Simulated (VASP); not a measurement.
Here is a VASP 6.6.1 calculation.

The input INCAR:

```
ALGO     = Normal         # electronic algorithm
EDIFF    = 1E-6           # SCF threshold, eV
EDIFFG   = -0.01          # ionic threshold
ENCUT    = 600            # plane-wave cutoff, eV
GGA      = PE             # functional
IBRION   = 2              # ionic algorithm
ISIF     = 3              # what is computed and relaxed
ISMEAR   = 0              # smearing method
LASPH    = True           # aspherical terms in the spheres
LCHARG   = False          # write CHGCAR
LREAL    = False          # projectors in reciprocal space
LWAVE    = False          # write WAVECAR
NELM     = 100            # most SCF steps
NSW      = 100            # ionic steps
PREC     = Accurate       # precision mode
SIGMA    = 0.1            # smearing width, eV
```

Contents of KPOINTS:

```
k-points
0
Gamma
  6 6 8
```

Contents of POSCAR:

```
Lu3F2
1.0
    5.8518581283      0.0000000000      0.0000000000
   -2.9259290642      5.0678577985      0.0000000000
    0.0000000000      0.0000000000      4.5970227219
Lu F
3 2
Direct
    0.5000000000      0.0000000000      0.5000000000
    0.0000000000      0.5000000000      0.5000000000
    0.5000000000      0.5000000000      0.5000000000
    0.0000000000      0.0000000000      0.7433989328
    0.0000000000      0.0000000000      0.2566010672
```

Potentials or basis: VASP PAW PBE potentials, release 64 (Lu, F).

Launch:

```console
$ cat potpaw_PBE.64/Lu/POTCAR potpaw_PBE.64/F/POTCAR > POTCAR
$ mpirun -np 1 vasp_std > vasp.out
```

Question: Estimate the relaxed cell.

Answer: a = 5.862 Å, b = 5.862 Å, c = 4.664 Å, α = 90.00°, β = 90.00°, γ = 120.00°.

Question: What does it give for the band gap on the k mesh?

Answer: Zero (an odd number of electrons rules out a gap without spin polarisation).

Step by step:
| step | energy change (eV) | largest force (eV/Å) | pressure (GPa) | volume (Å³) |
| --- | --- | --- | --- | --- |
| 1 | 0.0000 | 0.0186 | 0.20 | 136.33 |
| 2 | -0.0009 | 0.0220 | 0.13 | 136.99 |
| 3 | -0.0019 | 0.0322 | -0.08 | 138.84 |
| 4 | -0.0023 | 0.0072 | -0.10 | 138.87 |
| 5 | -0.0023 | 0.0029 | 0.06 | 138.87 |
| 6 | -0.0023 | 0.0007 | 0.10 | 138.88 |
| 7 | -0.0023 | 0.0018 | 0.05 | 138.88 |
| 8 | -0.0023 | 0.0003 | -0.09 | 138.88 |
| 9 | -0.0023 | 0.0008 | -0.06 | 138.88 |
| 10 | -0.0023 | 0.0075 | 0.05 | 138.54 |
| 11 | -0.0023 | 0.0039 | 0.08 | 138.69 |
| 12 | -0.0023 | 0.0016 | 0.04 | 138.79 |

Caveat: spin-orbit coupling is left out, which moves the levels of the heavy elements.
